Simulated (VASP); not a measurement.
Set up this calculation in VASP 6.6.1, as the native input.

```
Task                   : single point
Functional             : PBE
Potentials or basis    : VASP PAW PBE potentials, release 64 (Zr_sv)
Cutoff                 : 520 eV
k mesh                 : 15 × 15 × 8
Occupations            : fermi-dirac, width 0.05 eV
Spin                   : no spin polarisation
Dipole correction      : no
Further INCAR settings : ALGO = Normal; EDIFF = 1e-06; NBANDS = 19
```

The structure of Zr lies in POSCAR:

```
Zr
1.0
    2.4992142217      0.0000000001      0.0000000000
   -1.2496071109      2.1643830054      0.0000000000
    0.0000000000      0.0000000000      4.4961058923
Zr
2
Direct
    0.3333333333      0.6666666667      0.2500000000
    0.6666666667      0.3333333333      0.7500000000
```

These files were run (other wordings do the same):

INCAR

```
  ALGO = Normal
  EDIFF = 1E-6
  ENCUT = 520
  GGA = PE
  ISIF = 2
  ISMEAR = -1
  LASPH = True
  LCHARG = False
  LREAL = False
  LWAVE = False
  NBANDS = 19
  NELM = 100
  PREC = Accurate
  SIGMA = 0.05
```

KPOINTS

```
k-points
0
Gamma
  15 15 8
```

Potentials or basis: VASP PAW PBE potentials, release 64 (Zr_sv).

Command:

```console
$ cat potpaw_PBE.64/Zr_sv/POTCAR > POTCAR
$ mpirun -np 1 vasp_std > vasp.out
```

It gave:

| Quantity | Value |
| --- | --- |
| Pressure | 171.8 GPa |
| Band gap on the k mesh | zero (bands 12 and 13 overlap by 1.56 eV) |

Caveat: the cell stands under pressure.

It took 82 s on 1 thread of Intel Xeon 8259CL, on a shared host, peak memory 0.18 GiB.
